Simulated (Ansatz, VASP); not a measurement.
**GaN in VASP and in Ansatz**

```
Ga N
1.0
     1.45419   -5.99825    0.00000
     1.45419    5.99825    0.00000
     0.00000    0.00000    2.91508
Ga N
2 2
Direct
  0.66311 0.33689 0.75000
  0.33689 0.66311 0.25000
  0.84304 0.15696 0.75000
  0.15696 0.84304 0.25000
```

Change from the starting cell: species swapped into the PbSe type (Cmcm, No. 63).

Alike in both runs: functional PBE; k mesh 6 × 6 × 6; occupations gaussian, width 0.1 eV; no spin polarisation.

Ansatz relaxed the structure, and its values are those at the end. VASP's run is a single point on that final structure, the one shown.

|  | VASP | Ansatz |
| --- | --- | --- |
| version | VASP 6.6.1 | Ansatz 0.2.0 |
| potentials or method | VASP PAW PBE potentials, release 64 (Ga_d, N), cutoff 520 eV | scalar-relativistic, plane waves, PAW |
| valence electrons in the cell | 36 | 36 |

Ansatz gave:

```
gap on the k mesh at the Fermi level (eV) : 0.69
least direct gap on the mesh (eV)         : 1.86
pressure (GPa)                            : 0.1
rms of the force components (eV/Å)        : 0.006
```

Question: What did VASP give for the same quantities?

Answer: gap on the k mesh at the Fermi level (eV): 0.69; least direct gap on the mesh (eV): 1.86; pressure (GPa): 0.6; rms of the force components (eV/Å): 0.019.
